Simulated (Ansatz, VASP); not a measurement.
LaAgO3: VASP beside Ansatz

```
La Ag O
1.0
     4.17581    0.00000    0.00000
     0.00000    4.17581    0.00000
     0.00000    0.00000    4.17581
La Ag O
1 1 3
Direct
  0.50000 0.50000 0.50000
  0.00000 0.00000 0.00000
  0.50000 0.00000 0.00000
  0.00000 0.50000 0.00000
  0.00000 0.00000 0.50000
```

Alike in both runs: task single point; functional LDA; k mesh 6 × 6 × 6; occupations fermi-dirac, width 0.15 eV; no spin polarisation.

|  | VASP | Ansatz |
| --- | --- | --- |
| version | VASP 6.6.1 | Ansatz 0.2.0 |
| potentials or method | VASP PAW LDA potentials, release 64 (La, Ag, O), cutoff 520 eV | plane waves, PAW |
| valence electrons in the cell | 40 | 48 |

|  | VASP | Ansatz | Ansatz less VASP |
| --- | --- | --- | --- |
| pressure (GPa) | -17.7 | -17.7 | +0.02 |

LDA's correlation is that of Perdew and Zunger in VASP and of Perdew and Wang (1992) in Ansatz. VASP's potentials hold 40 valence electrons a cell and Ansatz's 48, so a difference there can come from the potentials and not from the codes.

Spin-orbit coupling is off throughout.
